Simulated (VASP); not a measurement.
Si2Ru2N: single point with PBE

Crystal: Si2Ru2N.

```
CELL_PARAMETERS angstrom
3.34834 0.00000 0.00000
0.00000 3.34834 0.00000
0.00000 0.00000 6.20640
ATOMIC_POSITIONS crystal
Si 0.00000 0.00000 0.28915
Si 0.00000 0.00000 0.71085
Ru 0.50000 0.50000 0.20978
Ru 0.50000 0.50000 0.79022
N 0.00000 0.00000 0.00000
```

```
Program                : VASP 6.6.1
Task                   : single point
Functional             : PBE
Potentials or basis    : VASP PAW PBE potentials, release 64 (Si, Ru_pv, N)
Cutoff                 : 520 eV
k mesh                 : 12 × 12 × 6
Occupations            : gaussian, width 0.1 eV
Spin                   : no spin polarisation
Dipole correction      : no
Further INCAR settings : ALGO = Normal; EDIFF = 1e-06; NBANDS = 28
```

- Pressure: 0.0 GPa
- Largest force: 0.006 eV/Å

Forces on the atoms (eV/Å):
```
Si   0.000  0.000  0.006
Si   0.000  0.000 -0.006
Ru   0.000  0.000 -0.004
Ru   0.000  0.000  0.004
N    0.000  0.000  0.000
```

Stress tensor (GPa, compression positive):
```
 0.01  0.00  0.00
 0.00  0.01  0.00
 0.00  0.00 -0.14
```

Levels at points of the mesh, in eV from the Fermi level:
```
           k point  band 19  band 20  band 21  band 22  band 23  band 24
(0.00, 0.00, 0.00)    -1.42    -0.31    -0.31     0.19     1.05     3.57
(0.50, 0.00, 0.00)    -0.11    -0.06     0.01     0.23     2.19     2.22
(0.50, 0.50, 0.00)     0.04     0.22     0.53     0.74     0.74     1.74
(0.00, 0.00, 0.50)    -0.95    -0.93    -0.93    -0.73     2.88     2.88
(0.50, 0.00, 0.50)    -0.65    -0.29     0.09     0.23     0.65     1.42
(0.50, 0.50, 0.50)     0.05     0.05     0.21     0.69     0.69     2.20
```

It took 3.5 min on 1 thread of Intel Xeon 6975P-C, with other jobs on the host, peak memory 0.32 GiB.
